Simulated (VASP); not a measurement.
# PtS2 (P-3m1) in VASP: settings compared

Aim: see how the results for PtS2 move with the level of theory and the settings. Levels: PBE, r2SCAN. Tasks: single point.

Program: VASP 6.6.1. These are calculated values, not measurements. Logs are shortened: lines on timing, memory, paths and dates and some standing lists are left out, and cuts for length are marked.

## (1) The cell of the first run

It takes space group P-3m1 (No. 164, trigonal). Conventional cell: a = 3.553 Å, b = 3.553 Å, c = 5.123 Å, α = 90.00°, β = 90.00°, γ = 120.00°. Within 3.2 Å of Pt (site symmetry -3m) lie 6 S at 2.39 Å. Within 3.2 Å of S (site symmetry 3m) lie 3 Pt at 2.39 Å and 3 S at 3.20 Å.

## (2) Single point, PBE

Input file INCAR:

```
SYSTEM = PtS2
PREC = Accurate
ENCUT = 520
EDIFF = 1E-6
ISMEAR = 0
SIGMA = 0.01
LREAL = .FALSE.
LASPH = .TRUE.
NELM = 100
ALGO = Normal
ISIF = 2
LWAVE = .FALSE.
LCHARG = .FALSE.
GGA = PE
NBANDS = 18
```

Input file KPOINTS:

```
Automatic mesh
0
G
  12 12 6
  0 0 0
```

Input file POSCAR:

```
PtS2
1.0
    3.5526240966      0.0000000000      0.0000000000
   -1.7763120483      3.0766627178      0.0000000000
    0.0000000000      0.0000000000      5.1228306018
Pt S
1 2
Direct
    0.0000000000      0.0000000000      0.0000000000
    0.3333333333      0.6666666667      0.2392542178
    0.6666666667      0.3333333333      0.7607457822
```

Potentials or basis: VASP PAW PBE potentials, release 64 (Pt, S).

Run with:

```sh
> cat potpaw_PBE.64/Pt/POTCAR potpaw_PBE.64/S/POTCAR > POTCAR
> mpirun -np 1 vasp_std > vasp.out
```

OUTCAR:

```text
SYSTEM = PtS2
   PREC = Accurate
   ENCUT = 520
   EDIFF = 1E-6
   ISMEAR = 0
   LREAL = .FALSE.
   LASPH = .TRUE.
   NELM = 100
   ISIF = 2
   GGA = PE

 ion  position               nearest neighbor table
   1  0.000  0.000  0.000-   2 2.39   3 2.39   3 2.39   2 2.39   3 2.39   2 2.39
   2  0.333  0.667  0.239-   1 2.39   1 2.39   1 2.39
   3  0.667  0.333  0.761-   1 2.39   1 2.39   1 2.39

  LATTYP: Found a hexagonal cell.
 ALAT       =     3.5526240966
 C/A-ratio  =     1.4419849842

  Lattice vectors:

 A1 = (   3.5526240966,   0.0000000000,   0.0000000000)
 A2 = (  -1.7763120483,   3.0766627178,   0.0000000000)
 A3 = (   0.0000000000,   0.0000000000,   5.1228306018)

Analysis of symmetry for initial positions (statically):
=====================================================================
 Subroutine PRICEL returns:
 Original cell was already a primitive cell.

 Routine SETGRP: Setting up the symmetry group for a
 hexagonal supercell.

 Subroutine GETGRP returns: Found 12 space group operations
 (whereof 12 operations were pure point group operations)
 out of a pool of 24 trial point group operations.

The static configuration has the point symmetry D_3d.

Analysis of symmetry for dynamics (positions and initial velocities):
=====================================================================
 Subroutine PRICEL returns:
 Original cell was already a primitive cell.

 Routine SETGRP: Setting up the symmetry group for a
 hexagonal supercell.

 Subroutine GETGRP returns: Found 12 space group operations
 (whereof 12 operations were pure point group operations)
 out of a pool of 24 trial point group operations.

The dynamic configuration has the point symmetry D_3d.

 Subroutine INISYM returns: Found 12 space group operations
 (whereof 12 operations are pure point group operations),
 and found     1 'primitive' translations

----------------------------------------------------------------------------------------

                                     Primitive cell

  volume of cell :      55.9937

  direct lattice vectors                    reciprocal lattice vectors
     3.552624097  0.000000000  0.000000000     0.281482074  0.162513751  0.000000000
    -1.776312048  3.076662718  0.000000000     0.000000000  0.325027503  0.000000000
     0.000000000  0.000000000  5.122830602     0.000000000  0.000000000  0.195204581

  length of vectors
[... 84 lines left out ...]
   EDIFF  = 0.1E-05   stopping-criterion for ELM
   LREAL  =      F    real-space projection
   EDIFFG = 0.1E-04   stopping-criterion for IOM
   NSW    =      0    number of steps for IOM
   IBRION =     -1    ionic relax: 0-MD 1-quasi-New 2-CG
   NFREE  =      0    steps in history (QN), initial steepest desc. (CG)
   ISIF   =      2    stress and relaxation
   ISYM   =      2    0-nonsym 1-usesym 2-fastsym
   POTIM  = 0.5000    time-step for ionic-motion
   TEBEG  =    0.0;   TEEND  =   0.0 temperature during run
   PSTRESS=    0.0 pullay stress
   NELECT =      22.0000    total number of electrons
   NUPDOWN=      -1.0000    fix difference up-down
   EMIN   =  10.00;   EMAX   =-10.00  energy-range for DOS
   EFERMI =   0.00;   METHOD = LEGACY
   ISMEAR =     0;   SIGMA  =   0.01  broadening in eV -4-tet -1-fermi 0-gaus
   EFERMI_NEDOS =   21; number of points for ismear=-14 and -15
   IALGO  =     38    algorithm
   IMIX   =      4    mixing-type and parameters
     AMIX     =   0.40;   BMIX     =  1.00
     AMIX_MAG =   1.60;   BMIX_MAG =  1.00
  volume/ion in A,a.u.               =      18.66       125.95
  Fermi-wavevector in a.u.,A,eV,Ry     =   1.199046  2.265869 19.561265  1.437712
  Thomas-Fermi vector in A             =   2.334919
   LORBIT       =      0    0 simple, 1 ext, 2 COOP (PROOUT), +10 PAW based schemes
   GGA     = PE    functional components
   LHFCALC =     F    Hartree Fock is set to
   AEXX    =    0.0000 exact exchange contribution
   IVDW    =     0    specifies the selected vdW correction
   LEPSILON=     F    determine dielectric tensor
   LRPA    =     F    only Hartree local field effects (RPA)
 non-spin polarized calculation
 Gauss-broadening in eV      SIGMA  =   0.01
  energy-cutoff  :      520.00
  volume of cell :       55.99
 maximum number of plane-waves:      1536
 NGX is ok and might be reduce to    28
   NGX = 13   NGY = 13   NGZ = 19

 number of electron      21.9999996 magnetization

 Free energy of the ion-electron system (eV)
  ---------------------------------------------------
  ext. energy  EPLUGINS =         0.00000000
  ---------------------------------------------------
  free energy    TOTEN  =       -15.39644951 eV

  energy without entropy =      -15.39644951  energy(sigma->0) =      -15.39644951

 E-fermi :   6.5081     XC(G=0): -10.5245

 val. band max:        6.4421870116   @ k =   0.0000   0.1667   0.1667
 cond. band min:       7.1546930348   @ k =   0.0000   0.2500   0.3333
 fundamental gap:      0.7125060232
 Fermi energy:         6.5081298570

 k-point     1 :       0.0000    0.0000    0.0000
  band No.  band energies     occupation
      1      -8.6843      2.00000
      2      -5.8775      2.00000
      3      -0.3527      2.00000
      4      -0.0141      2.00000
      5      -0.0141      2.00000
      6       2.7256      2.00000
[... 481 lines left out ...]
      5       0.5663      2.00000
      6       2.0802      2.00000
[... 10 lines left out ...]
     17      15.8397      0.00000
     18      15.8434      0.00000

 [... further k-points ...]

------------------------ aborting loop because EDIFF is reached ----------------------------------------

  FORCE on cell =-STRESS in cart. coord.  units (eV):
  Direction    XX          YY          ZZ          XY          YZ          ZX
  --------------------------------------------------------------------------------------
  -------------------------------------------------------------------------------------
  Total        1.2692863      1.2692863      0.8069487      0.0000000      0.0000000      0.0000000
  in kB       36.3187628     36.3187628     23.0896496      0.0000000      0.0000000      0.0000000
  external PRESSURE =      31.9090584 kB  Pullay stress =       0.0000000 kB

 VOLUME and BASIS-vectors are now :
 -----------------------------------------------------------------------------
  energy-cutoff  :      520.00
  volume of cell :       55.99
      direct lattice vectors                 reciprocal lattice vectors
     3.552624097  0.000000000  0.000000000     0.281482074  0.162513751  0.000000000
    -1.776312048  3.076662718  0.000000000     0.000000000  0.325027503  0.000000000
     0.000000000  0.000000000  5.122830602     0.000000000  0.000000000  0.195204581

 POSITION                                       TOTAL-FORCE (eV/Angst)
 -----------------------------------------------------------------------------------
      0.00000      0.00000      0.00000        -0.000000      0.000000      0.000000
     -0.00000      2.05111      1.22566         0.000000     -0.000000      0.026245
      1.77631      1.02555      3.89717        -0.000000      0.000000     -0.026245
 -----------------------------------------------------------------------------------
    total drift:                               -0.000000     -0.000000      0.000000

  FREE ENERGIE OF THE ION-ELECTRON SYSTEM (eV)
  ---------------------------------------------------
  free  energy   TOTEN  =       -15.3964495112 eV

  energy  without entropy=      -15.3964495112  energy(sigma->0) =      -15.39644951
```

OSZICAR:

```text
N       E                     dE             d eps       ncg     rms          rms(c)
DAV:   1     0.111580893949E+03    0.11158E+03   -0.10388E+04  3656   0.109E+03
DAV:   2    -0.110886877110E+02   -0.12267E+03   -0.11829E+03  4318   0.219E+02
DAV:   3    -0.166838126084E+02   -0.55951E+01   -0.55505E+01  4642   0.472E+01
DAV:   4    -0.167445445514E+02   -0.60732E-01   -0.60694E-01  4676   0.541E+00
DAV:   5    -0.167454900210E+02   -0.94547E-03   -0.94540E-03  4698   0.665E-01    0.179E+01
DAV:   6    -0.156607260217E+02    0.10848E+01   -0.61123E+00  3752   0.243E+01    0.119E+01
DAV:   7    -0.154143151709E+02    0.24641E+00   -0.11964E+00  3728   0.110E+01    0.583E+00
DAV:   8    -0.153994762607E+02    0.14839E-01   -0.65428E-02  4000   0.175E+00    0.119E+00
DAV:   9    -0.153961776983E+02    0.32986E-02   -0.90722E-03  4276   0.987E-01    0.222E-01
DAV:  10    -0.153963918899E+02   -0.21419E-03   -0.14509E-03  4492   0.242E-01    0.926E-02
DAV:  11    -0.153964450452E+02   -0.53155E-04   -0.64147E-05  4294   0.651E-02    0.450E-02
DAV:  12    -0.153964478601E+02   -0.28149E-05   -0.10386E-05  4476   0.290E-02    0.101E-02
DAV:  13    -0.153964492453E+02   -0.13852E-05   -0.13060E-06  3566   0.807E-03    0.402E-03
DAV:  14    -0.153964495112E+02   -0.26594E-06   -0.27455E-07  2940   0.384E-03
   1 F= -.15396450E+02 E0= -.15396450E+02  d E =-.510441E-23
```

stdout:

```text
POSCAR found type information on POSCAR PtS
 POSCAR found :  2 types and       3 ions
 scaLAPACK will be used
 LDA part: xc-table for (Slater+PW92), standard interpolation
 POSCAR, INCAR and KPOINTS ok, starting setup
 FFT: planning ... GRIDC
 FFT: planning ... GRID_SOFT
 FFT: planning ... GRID
 WAVECAR not read
 entering main loop
```

It took 2.2 min on 1 thread of Intel Xeon 8259CL, shared host; peak memory 0.25 GiB.

Results:

```
Free energy            : -15.3964 eV
Pressure               : 3.2 GPa
Largest force          : 0.026 eV/Å
Band gap on the k mesh : 0.71 eV (least direct gap 0.97 eV)
```

Forces on the atoms (eV/Å):
```
Pt   0.000  0.000  0.000
S    0.000  0.000  0.026
S    0.000  0.000 -0.026
```

Caveat: the cell stands under pressure; spin-orbit coupling is left out, which moves the levels of the heavy elements.

## (3) Single point, r2SCAN

POSCAR is that of step 2.

Input file INCAR.step1:

```
SYSTEM = PtS2
ALGO = Normal ; EDIFF = 1E-4
ENCUT = 520 ; GGA = PE
ISMEAR = 0 ; LASPH = .True.
LCHARG = .False. ; LREAL = .False.
LWAVE = .True. ; NBANDS = 18
NELM = 80 ; PREC = Accurate
SIGMA = 0.01
```

Input file INCAR.step2:

```
SYSTEM = PtS2
ALGO = Normal ; EDIFF = 1E-6
ENCUT = 520 ; ISIF = 2
ISMEAR = 0 ; ISTART = 1
LASPH = .True. ; LCHARG = .False.
LMIXTAU = .True. ; LREAL = .False.
LWAVE = .False. ; METAGGA = R2SCAN
NBANDS = 18 ; NELM = 80
PREC = Accurate ; SIGMA = 0.01
```

Input file KPOINTS:

```
k-points
0
Gamma
  12 12 6
  0 0 0
```

Potentials or basis: VASP PAW PBE potentials, release 64 (Pt, S).

Run with:

```sh
> cat potpaw_PBE.64/Pt/POTCAR potpaw_PBE.64/S/POTCAR > POTCAR
> cp INCAR.step1 INCAR
> mpirun -np 1 vasp_std > vasp.out
> cp INCAR.step2 INCAR
> mpirun -np 1 vasp_std > vasp.out
```

Run time: 8.4 min. Hardware: 1 thread of Intel Xeon 8259CL, shared host; peak memory 0.25 GiB.

It converged, with:

```
Free energy            : -68.8510 eV
Pressure               : 1.2 GPa
Largest force          : 0.049 eV/Å
Band gap on the k mesh : 0.87 eV (least direct gap 1.14 eV)
```

Forces on the atoms (eV/Å):
```
Pt   0.000  0.000  0.000
S    0.000  0.000 -0.049
S    0.000  0.000  0.049
```

Levels at points of the mesh, in eV from the valence-band top:
```tsv
k point	band 8	band 9	band 10	band 11	band 12	band 13	band 14	band 15
(0.00, 0.00, 0.00)	-2.08	-1.08	-1.08	0.00	2.29	2.29	5.22	6.04
(0.50, 0.00, 0.00)	-3.22	-3.21	-3.09	-2.48	1.72	2.75	5.80	6.98
(0.00, 0.00, 0.50)	-2.63	-1.31	-1.31	-1.11	2.82	2.82	6.05	7.64
(0.50, 0.00, 0.50)	-3.23	-2.81	-2.80	-1.46	1.91	2.42	5.48	5.92
```

Caveat: the PAW data sets were made with another functional, which shifts forces and pressure a little; spin-orbit coupling is left out, which moves the levels of the heavy elements. r2SCAN opens gaps a little over a GGA but as a rule still falls short of measured ones.
